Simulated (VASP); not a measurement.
# Nb (P6_3/mmc) in VASP: further runs

The runs below take Nb through single point, with r2SCAN.

Program: VASP 6.6.1. These are calculated values, not measurements. Logs are shortened: lines on timing, memory, paths and dates and some standing lists are left out, and cuts for length are marked.

## 1. The cell of the first run

It takes space group P6_3/mmc (No. 194, hexagonal). The conventional cell has a = 2.826 Å, b = 2.826 Å, c = 5.322 Å, α = 90.00°, β = 90.00°, γ = 120.00°. Within 3.7 Å of Nb (site symmetry -6m2) lie 12 Nb at 2.83 to 3.12 Å.

This isn't the form of Nb at room conditions, which is bcc.

## 2. Single point, r2SCAN

POSCAR reads:

```
Nb
1.0
    2.8259633301      0.0000000000      0.0000000000
   -1.4129816650      2.4473560340      0.0000000000
    0.0000000000      0.0000000000      5.3220309225
Nb
2
Direct
    0.3333333333      0.6666666667      0.2500000000
    0.6666666667      0.3333333333      0.7500000000
```

INCAR.step1 reads:

```
  PREC = Accurate
  ENCUT = 520
  ISMEAR = 0
  SIGMA = 0.1
  LREAL = False
  LASPH = True
  NELM = 80
  NBANDS = 20
  GGA = PE
  ALGO = Normal
  EDIFF = 1E-4
  LWAVE = True
  LCHARG = False
```

INCAR.step2 reads:

```
  PREC = Accurate
  ENCUT = 520
  EDIFF = 1E-6
  ISMEAR = 0
  SIGMA = 0.1
  LREAL = False
  LASPH = True
  NELM = 80
  ALGO = Normal
  ISIF = 2
  LWAVE = False
  LCHARG = True
  METAGGA = R2SCAN
  LMIXTAU = True
  LELF = True
  LVHAR = True
  NBANDS = 20
  ISTART = 1
```

KPOINTS reads:

```
Automatic mesh
0
Gamma
  6 6 4
```

Potentials or basis: VASP PAW PBE potentials, release 64 (Nb_sv).

Launch:

```console
cat potpaw_PBE.64/Nb_sv/POTCAR > POTCAR
cp INCAR.step1 INCAR
mpirun -np 1 vasp_std > vasp.out
cp INCAR.step2 INCAR
mpirun -np 1 vasp_std > vasp.out
```

OUTCAR:

```text
PREC = Accurate
   ENCUT = 520
   EDIFF = 1E-6
   ISMEAR = 0
   LREAL = False
   LASPH = True
   NELM = 80
   ISIF = 2
   METAGGA = R2SCAN
   ISTART = 1

 ion  position               nearest neighbor table
   1  0.333  0.667  0.250-
   2  0.667  0.333  0.750-

  LATTYP: Found a hexagonal cell.
 ALAT       =     2.8259633301
 C/A-ratio  =     1.8832625554

  Lattice vectors:

 A1 = (   2.8259633301,   0.0000000000,   0.0000000000)
 A2 = (  -1.4129816650,   2.4473560340,   0.0000000000)
 A3 = (   0.0000000000,   0.0000000000,   5.3220309225)

Analysis of symmetry for initial positions (statically):
=====================================================================
 Subroutine PRICEL returns:
 Original cell was already a primitive cell.

 Routine SETGRP: Setting up the symmetry group for a
 hexagonal supercell.

 Subroutine GETGRP returns: Found 24 space group operations
 (whereof 12 operations were pure point group operations)
 out of a pool of 24 trial point group operations.

The static configuration has the point symmetry D_3d.
 The point group associated with its full space group is D_6h.

Analysis of symmetry for dynamics (positions and initial velocities):
=====================================================================
 Subroutine PRICEL returns:
 Original cell was already a primitive cell.

 Routine SETGRP: Setting up the symmetry group for a
 hexagonal supercell.

 Subroutine GETGRP returns: Found 24 space group operations
 (whereof 12 operations were pure point group operations)
 out of a pool of 24 trial point group operations.

The dynamic configuration has the point symmetry D_3d.
 The point group associated with its full space group is D_6h.

 Subroutine INISYM returns: Found 24 space group operations
 (whereof 12 operations are pure point group operations),
 and found     1 'primitive' translations

----------------------------------------------------------------------------------------

                                     Primitive cell

  volume of cell :      36.8079

  direct lattice vectors                    reciprocal lattice vectors
     2.825963330  0.000000000  0.000000000     0.353861633  0.204302109  0.000000000
    -1.412981665  2.447356034  0.000000000     0.000000000  0.408604219  0.000000000
     0.000000000  0.000000000  5.322030922     0.000000000  0.000000000  0.187898194

  length of vectors
     2.825963330  2.825963330  5.322030922     0.408604219  0.408604219  0.187898194

  position of ions in fractional coordinates (direct lattice)
     0.333333333  0.666666667  0.250000000
     0.666666667  0.333333333  0.750000000

  ion indices of the primitive-cell ions
   primitive index   ion index
                 1           1
                 2           2

----------------------------------------------------------------------------------------

 KPOINTS: Automatic mesh

Automatic generation of k-mesh.
 Grid dimensions read from file:
 generate k-points for:    6    6    4

 Generating k-lattice:

  Cartesian coordinates                     Fractional coordinates (reciprocal lattice)
     0.058976939  0.034050352  0.000000000     0.166666667 -0.000000000  0.000000000
     0.000000000  0.068100703  0.000000000     0.000000000  0.166666667  0.000000000
     0.000000000  0.000000000  0.046974549     0.000000000  0.000000000  0.250000000

  Length of vectors
     0.068100703  0.068100703  0.046974549

  Shift w.r.t. Gamma in fractional coordinates (k-lattice)
     0.000000000  0.000000000  0.000000000

 Subroutine IBZKPT returns following result:
 ===========================================

 Found     21 irreducible k-points:

 Following reciprocal coordinates:
            Coordinates               Weight
  0.000000  0.000000  0.000000      1.000000
  0.166667  0.000000  0.000000      6.000000
  0.333333  0.000000  0.000000      6.000000
  0.500000  0.000000  0.000000      3.000000
  0.166667  0.166667  0.000000      6.000000
  0.333333  0.166667  0.000000     12.000000
[... 13 lines left out ...]
  0.333333  0.166667  0.500000     12.000000
  0.333333  0.333333  0.500000      2.000000
   k-points           NKPTS =     21   k-points in BZ     NKDIM =     21   number of bands    NBANDS=     20
   number of dos      NEDOS =    301   number of ions     NIONS =      2
   total plane-waves  NPLWV =  23040
   dimension x,y,z NGX =    24 NGY =   24 NGZ =   40
   dimension x,y,z NGXF=    48 NGYF=   48 NGZF=   80
   ions per type =               2
   NGX,Y,Z   is equivalent  to a cutoff of  14.12, 14.12, 12.49 a.u.
   NGXF,Y,Z  is equivalent  to a cutoff of  28.24, 28.24, 24.99 a.u.
 SYSTEM =  unknown system
   PREC   = accura    normal or accurate (medium, high low for compatibility)
   ISTART =      1    job   : 0-new  1-cont  2-samecut
   ICHARG =      0    charge: 1-file 2-atom 10-const
   ISPIN  =      1    spin polarized calculation?
   LNONCOLLINEAR =      F non collinear calculations
   LSORBIT =      F    spin-orbit coupling
   LASPH  =      T    aspherical Exc in radial PAW
   ENCUT  =  520.0 eV  38.22 Ry    6.18 a.u.   5.25  5.25  9.90*2*pi/ulx,y,z
   NELM   =     80;   NELMIN=  2; NELMDL=  0     # of ELM steps
   EDIFF  = 0.1E-05   stopping-criterion for ELM
   LREAL  =      F    real-space projection
   EDIFFG = 0.1E-04   stopping-criterion for IOM
   NSW    =      0    number of steps for IOM
   IBRION =     -1    ionic relax: 0-MD 1-quasi-New 2-CG
   NFREE  =      0    steps in history (QN), initial steepest desc. (CG)
   ISIF   =      2    stress and relaxation
   ISYM   =      2    0-nonsym 1-usesym 2-fastsym
   POTIM  = 0.5000    time-step for ionic-motion
   TEBEG  =    0.0;   TEEND  =   0.0 temperature during run
   PSTRESS=    0.0 pullay stress
   NELECT =      26.0000    total number of electrons
   NUPDOWN=      -1.0000    fix difference up-down
   EMIN   =  10.00;   EMAX   =-10.00  energy-range for DOS
   EFERMI =   0.00;   METHOD = LEGACY
   ISMEAR =     0;   SIGMA  =   0.10  broadening in eV -4-tet -1-fermi 0-gaus
   EFERMI_NEDOS =   21; number of points for ismear=-14 and -15
   IALGO  =     38    algorithm
   IMIX   =      4    mixing-type and parameters
     AMIX     =   0.40;   BMIX     =  1.00
     AMIX_MAG =   1.60;   BMIX_MAG =  1.00
  volume/ion in A,a.u.               =      18.40       124.20
  Fermi-wavevector in a.u.,A,eV,Ry     =   1.457982  2.755187 28.922074  2.125712
  Thomas-Fermi vector in A             =   2.574720
   LORBIT       =      0    0 simple, 1 ext, 2 COOP (PROOUT), +10 PAW based schemes
   METAGGA = R2SCAN    functional components
   LHFCALC =     F    Hartree Fock is set to
   AEXX    =    0.0000 exact exchange contribution
   IVDW    =     0    specifies the selected vdW correction
   LEPSILON=     F    determine dielectric tensor
   LRPA    =     F    only Hartree local field effects (RPA)
 non-spin polarized calculation
 Gauss-broadening in eV      SIGMA  =   0.10
  energy-cutoff  :      520.00
  volume of cell :       36.81
 maximum number of plane-waves:      1008
 NGX is ok and might be reduce to    24
   NGX = 11   NGY = 11   NGZ = 19

 number of electron      26.0000001 magnetization

 Free energy of the ion-electron system (eV)
  ---------------------------------------------------
  ext. energy  EPLUGINS =         0.00000000
  ---------------------------------------------------
  free energy    TOTEN  =       -49.09791999 eV

  energy without entropy =      -49.08236683  energy(sigma->0) =      -49.09014341

 E-fermi :  11.3990     XC(G=0): -13.4640

 val. band max:       11.3947174425   @ k =   0.3333   0.0000   0.0000
 cond. band min:      11.4016120076   @ k =   0.1667   0.0000   0.2500
 fundamental gap:      0.0068945650
 Fermi energy:        11.3989800926

 k-point     1 :       0.0000    0.0000    0.0000
  band No.  band energies     occupation
      1     -45.2992      2.00000
      2     -45.1734      2.00000
      3     -21.0878      2.00000
      4     -20.1375      2.00000
      5     -19.7785      2.00000
      6     -19.7785      2.00000
[... 12 lines left out ...]
     19      15.9387      0.00000
     20      15.9387      0.00000

 k-point     2 :       0.1667    0.0000    0.0000
  band No.  band energies     occupation
      1     -45.2276      2.00000
      2     -45.1163      2.00000
      3     -20.9703      2.00000
      4     -20.1908      2.00000
      5     -20.1324      2.00000
      6     -20.1147      2.00000
[... 12 lines left out ...]
     19      16.0827      0.00000
     20      17.7018      0.00000

 k-point     3 :       0.3333    0.0000    0.0000
  band No.  band energies     occupation
      1     -45.0770      2.00000
      2     -45.0044      2.00000
      3     -20.9802      2.00000
      4     -20.8750      2.00000
      5     -20.6978      2.00000
      6     -20.1554      2.00000
[... 12 lines left out ...]
     19      16.0415      0.00000
     20      20.1748      0.00000

 k-point     4 :       0.5000    0.0000    0.0000
  band No.  band energies     occupation
      1     -44.9938      2.00000
      2     -44.9537      2.00000
      3     -21.3567      2.00000
      4     -21.2327      2.00000
      5     -20.5105      2.00000
      6     -20.2156      2.00000
[... 12 lines left out ...]
     19      17.8278      0.00000
     20      18.7240      0.00000

 k-point     5 :       0.1667    0.1667    0.0000
  band No.  band energies     occupation
      1     -45.1161      2.00000
      2     -45.0317      2.00000
      3     -20.7738      2.00000
      4     -20.6685      2.00000
      5     -20.6656      2.00000
      6     -20.1424      2.00000
[... 12 lines left out ...]
     19      15.5623      0.00000
     20      20.0456      0.00000

 k-point     6 :       0.3333    0.1667    0.0000
  band No.  band energies     occupation
      1     -44.9947      2.00000
      2     -44.9532      2.00000
      3     -21.1570      2.00000
      4     -21.0539      2.00000
      5     -20.5169      2.00000
      6     -20.3764      2.00000
[... 12 lines left out ...]
     19      18.6180      0.00000
     20      21.3916      0.00000

 k-point     7 :       0.3333    0.3333    0.0000
  band No.  band energies     occupation
      1     -44.9404      2.00000
      2     -44.9404      2.00000
      3     -20.9408      2.00000
      4     -20.8407      2.00000
      5     -20.8407      2.00000
      6     -20.7244      2.00000
[... 12 lines left out ...]
     19      20.2164      0.00000
     20      20.4194      0.00000
[... 208 lines left out ...]
 k-point    17 :       0.3333    0.0000    0.5000
  band No.  band energies     occupation
      1     -45.0408      2.00000
      2     -45.0408      2.00000
      3     -20.9919      2.00000
      4     -20.9919      2.00000
      5     -20.3611      2.00000
      6     -20.3611      2.00000
[... 12 lines left out ...]
     19      15.7024      0.00000
     20      15.7024      0.00000

 k-point    18 :       0.5000    0.0000    0.5000
  band No.  band energies     occupation
      1     -44.9737      2.00000
      2     -44.9737      2.00000
      3     -21.3402      2.00000
      4     -21.3402      2.00000
      5     -20.3121      2.00000
      6     -20.3121      2.00000
[... 12 lines left out ...]
     19      17.3884      0.00000
     20      17.3884      0.00000

 k-point    19 :       0.1667    0.1667    0.5000
  band No.  band energies     occupation
      1     -45.0741      2.00000
      2     -45.0741      2.00000
      3     -20.7619      2.00000
      4     -20.7619      2.00000
      5     -20.3676      2.00000
      6     -20.3676      2.00000
[... 12 lines left out ...]
     19      15.6413      0.00000
     20      15.6413      0.00000

 k-point    20 :       0.3333    0.1667    0.5000
  band No.  band energies     occupation
      1     -44.9740      2.00000
      2     -44.9740      2.00000
      3     -21.1521      2.00000
      4     -21.1521      2.00000
      5     -20.3966      2.00000
      6     -20.3966      2.00000
[... 12 lines left out ...]
     19      18.5898      0.00000
     20      18.5898      0.00000

 k-point    21 :       0.3333    0.3333    0.5000
  band No.  band energies     occupation
      1     -44.9404      2.00000
      2     -44.9404      2.00000
      3     -20.9239      2.00000
      4     -20.9239      2.00000
      5     -20.8338      2.00000
      6     -20.8338      2.00000
[... 12 lines left out ...]
     19      20.9151      0.00000
     20      20.9151      0.00000

------------------------ aborting loop because EDIFF is reached ----------------------------------------

  FORCE on cell =-STRESS in cart. coord.  units (eV):
  Direction    XX          YY          ZZ          XY          YZ          ZX
  --------------------------------------------------------------------------------------
  -------------------------------------------------------------------------------------
  Total       -0.0556198     -0.0556198     -0.0575244     -0.0000000      0.0000000     -0.0000000
  in kB       -2.4210243     -2.4210243     -2.5039251     -0.0000000      0.0000000     -0.0000000
  external PRESSURE =      -2.4486579 kB  Pullay stress =       0.0000000 kB

 VOLUME and BASIS-vectors are now :
 -----------------------------------------------------------------------------
  energy-cutoff  :      520.00
  volume of cell :       36.81
      direct lattice vectors                 reciprocal lattice vectors
     2.825963330  0.000000000  0.000000000     0.353861633  0.204302109  0.000000000
    -1.412981665  2.447356034  0.000000000     0.000000000  0.408604219  0.000000000
     0.000000000  0.000000000  5.322030922     0.000000000  0.000000000  0.187898194

 POSITION                                       TOTAL-FORCE (eV/Angst)
 -----------------------------------------------------------------------------------
     -0.00000      1.63157      1.33051         0.000000      0.000000      0.000000
      1.41298      0.81579      3.99152        -0.000000     -0.000000      0.000000
 -----------------------------------------------------------------------------------
    total drift:                                0.000000     -0.000000      0.000000

  FREE ENERGIE OF THE ION-ELECTRON SYSTEM (eV)
  ---------------------------------------------------
  free  energy   TOTEN  =       -49.0979199868 eV

  energy  without entropy=      -49.0823668273  energy(sigma->0) =      -49.09014341
```

Run time: 47 s. Hardware: 1 thread of Intel Xeon Platinum 8259CL at 2.50GHz (Skylake/Cascade Lake), shared host; peak memory 0.17 GiB.

What came out:

* Free energy: -49.0979 eV
* Pressure: -0.2 GPa
* Band gap on the k mesh: zero (bands 13 and 14 overlap by 3.11 eV)

Levels at points of the mesh, in eV from the Fermi level:
| k point | band 10 | band 11 | band 12 | band 13 | band 14 | band 15 | band 16 | band 17 |
| --- | --- | --- | --- | --- | --- | --- | --- | --- |
| (0.00, 0.00, 0.00) | -4.34 | -1.49 | -0.11 | 0.26 | 0.26 | 0.67 | 0.67 | 2.95 |
| (0.50, 0.00, 0.00) | -3.73 | -3.65 | -0.87 | 0.15 | 0.18 | 0.97 | 4.56 | 5.89 |
| (0.00, 0.00, 0.50) | -5.15 | -1.71 | -1.71 | 0.34 | 0.34 | 0.34 | 0.34 | 3.93 |
| (0.50, 0.00, 0.50) | -4.23 | -2.80 | -2.80 | 2.01 | 2.01 | 2.42 | 2.42 | 5.02 |

Caveat: the k points lie up to 0.43 Å⁻¹ apart, too coarse for converged energies and pressures of a metal; the PAW data sets were made with another functional, which shifts forces and pressure a little.

## 3. Single point, r2SCAN

This run uses another cell than the first one, of 19.92 Å³/atom.

POSCAR reads:

```
Nb
1.0
    3.0488450737      0.0000000000      0.0000000000
   -1.5244225368      2.6403772860      0.0000000000
    0.0000000000      0.0000000000      4.9484370199
Nb
2
Direct
    0.3333333333      0.6666666667      0.2500000000
    0.6666666667      0.3333333333      0.7500000000
```

INCAR.step1 reads:

```
SYSTEM = Nb
ALGO = Normal ; EDIFF = 1E-4
ENCUT = 520 ; GGA = PE
ISMEAR = 0 ; LASPH = .TRUE.
LCHARG = .FALSE. ; LREAL = .FALSE.
LWAVE = .TRUE. ; NBANDS = 20
NELM = 60 ; PREC = Accurate
SIGMA = 0.1
```

INCAR.step2 reads:

```
SYSTEM = Nb
ALGO = Normal ; EDIFF = 1E-6
ENCUT = 520 ; ISIF = 2
ISMEAR = 0 ; ISTART = 1
LASPH = .TRUE. ; LCHARG = .TRUE.
LELF = .TRUE. ; LMIXTAU = .TRUE.
LREAL = .FALSE. ; LVHAR = .TRUE.
LWAVE = .FALSE. ; METAGGA = R2SCAN
NBANDS = 20 ; NELM = 60
PREC = Accurate ; SIGMA = 0.1
```

KPOINTS reads:

```
k-points
0
G
  6 6 4
  0 0 0
```

Potentials or basis: VASP PAW PBE potentials, release 64 (Nb_sv).

Launch:

```console
cat potpaw_PBE.64/Nb_sv/POTCAR > POTCAR
cp INCAR.step1 INCAR
mpirun -np 1 vasp_std > vasp.out
cp INCAR.step2 INCAR
mpirun -np 1 vasp_std > vasp.out
```

Wall time 45 s (1 thread of Intel Xeon Platinum 8259CL at 2.50GHz (Skylake/Cascade Lake), shared host); peak memory 0.17 GiB.

It converged, with:

```yaml
Free_energy: -48.8153 eV
Pressure: -10.7 GPa
Band_gap_on_the_k_mesh: zero (bands 13 and 14 overlap by 2.25 eV)
```

Stress tensor (GPa, compression positive):
```
-13.33   0.00   0.00
  0.00 -13.33   0.00
  0.00   0.00  -5.36
```

Levels at points of the mesh, in eV from the Fermi level:
| k point | band 9 | band 10 | band 11 | band 12 | band 13 | band 14 | band 15 | band 16 | band 17 | band 18 |
| --- | --- | --- | --- | --- | --- | --- | --- | --- | --- | --- |
| (0.00, 0.00, 0.00) | -6.55 | -3.93 | 0.10 | 0.15 | 0.15 | 0.82 | 0.82 | 1.03 | 1.69 | 1.69 |
| (0.50, 0.00, 0.00) | -3.55 | -3.28 | -3.01 | -0.52 | -0.01 | 0.15 | 0.78 | 4.40 | 4.73 | 4.77 |
| (0.00, 0.00, 0.50) | -4.70 | -4.70 | -0.72 | -0.72 | 0.09 | 0.09 | 0.09 | 0.09 | 3.41 | 3.41 |
| (0.50, 0.00, 0.50) | -3.73 | -3.73 | -1.97 | -1.97 | 1.58 | 1.58 | 1.76 | 1.76 | 4.62 | 4.62 |

Caveat: the k points lie up to 0.40 Å⁻¹ apart, too coarse for converged energies and pressures of a metal; the PAW data sets were made with another functional, which shifts forces and pressure a little.

(Part 1 of 2 ends here.)
